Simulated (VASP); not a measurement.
A run of VASP 6.6.1:

The input INCAR:

```
ALGO = Normal ; DIPOL = 0.5 0.5 0.500
EDIFF = 1E-6 ; ENCUT = 520
GGA = PE ; IDIPOL = 3
ISIF = 2 ; ISMEAR = 0
IVDW = 12 ; LASPH = T
LCHARG = F ; LDIPOL = T
LREAL = F ; LWAVE = F
NBANDS = 35 ; NELM = 80
PREC = Accurate ; SIGMA = 0.01
```

KPOINTS

```
k-points
0
Gamma
  9 9 1
```

The input POSCAR:

```
Te2Mo
1.0
    3.5004349527      0.0000000000      0.0000000000
   -1.7502174764      3.0314655933      0.0000000000
    0.0000000000      0.0000000000     46.9720266495
Te Mo
4 2
Direct
    0.3333333333      0.6666666667      0.3883719911
    0.3333333333      0.6666666667      0.4657439016
    0.6666666667      0.3333333333      0.5342560984
    0.6666666667      0.3333333333      0.6116280089
    0.6666666667      0.3333333333      0.4270376860
    0.3333333333      0.6666666667      0.5729623140
```

Potentials or basis: VASP PAW PBE potentials, release 64 (Te, Mo_sv).

Command:

```sh
$ cat potpaw_PBE.64/Te/POTCAR potpaw_PBE.64/Mo_sv/POTCAR > POTCAR
$ mpirun -np 1 vasp_std > vasp.out
```

Hardware: 1 thread of AMD EPYC 7R13, on a shared host.

Question: How long does it take, and how much memory?

Answer: It took 11 min on 1 thread of AMD EPYC 7R13 (shared host), peak memory 0.64 GiB. Counts: scf iterations 26, k points 12.
